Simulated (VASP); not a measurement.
Wanted: the native input for a VASP 6.6.1 run.

```
Task                   : single point
Functional             : PBE
Dispersion             : D3(BJ)
Potentials or basis    : VASP PAW PBE potentials, release 64 (Pt, Se)
Cutoff                 : 520 eV
k mesh                 : 15 × 15 × 10
Occupations            : gaussian, width 0.1 eV
Spin                   : no spin polarisation
Dipole correction      : no
Further INCAR settings : ALGO = Normal; EDIFF = 1e-07; NBANDS = 18
```

The structure of PtSe2 (Sudovikovite) lies in POSCAR:

```
PtSe2
1.0
    3.7757299990      0.0000000000      0.0000000000
   -1.8878649995      3.2698780969      0.0000000000
    0.0000000000      0.0000000000      5.2936359276
Pt Se
1 2
Direct
    0.0000000000      0.0000000000      0.0000000000
    0.3333333333      0.6666666667      0.2444457957
    0.6666666667      0.3333333333      0.7555542043
```

This cell differs from its parent crystal: volume scaled by 1.10, then relaxed in part.

One way to write it, as run:

INCAR

```
ALGO = Normal ; EDIFF = 1E-7
ENCUT = 520 ; GGA = PE
ISIF = 2 ; ISMEAR = 0
IVDW = 12 ; LASPH = True
LCHARG = True ; LELF = True
LREAL = False ; LVHAR = True
LWAVE = False ; NBANDS = 18
NELM = 100 ; PREC = Accurate
SIGMA = 0.1
```

KPOINTS

```
k-points
0
Gamma
  15 15 10
```

Potentials or basis: VASP PAW PBE potentials, release 64 (Pt, Se).

Run with:

```console
$ cat potpaw_PBE.64/Pt/POTCAR potpaw_PBE.64/Se/POTCAR > POTCAR
$ mpirun -np 1 vasp_std > vasp.out
```

It gave:

```yaml
Pressure: -2.7 GPa
Band_gap_on_the_k_mesh: zero (band 11 reaches 5.83 eV, above the bottom of band 12 at 5.52 eV)
Dispersion_energy_per_atom: -0.442 eV
```

Caveat: spin-orbit coupling is left out, which moves the levels of the heavy elements; pairwise dispersion overbinds metals, which lowers pressure and volume.

Run time: 94 s on 1 thread of Intel(R) Xeon(R) 6975P-C (Granite Rapids), with other jobs on the host, peak memory 0.41 GiB.
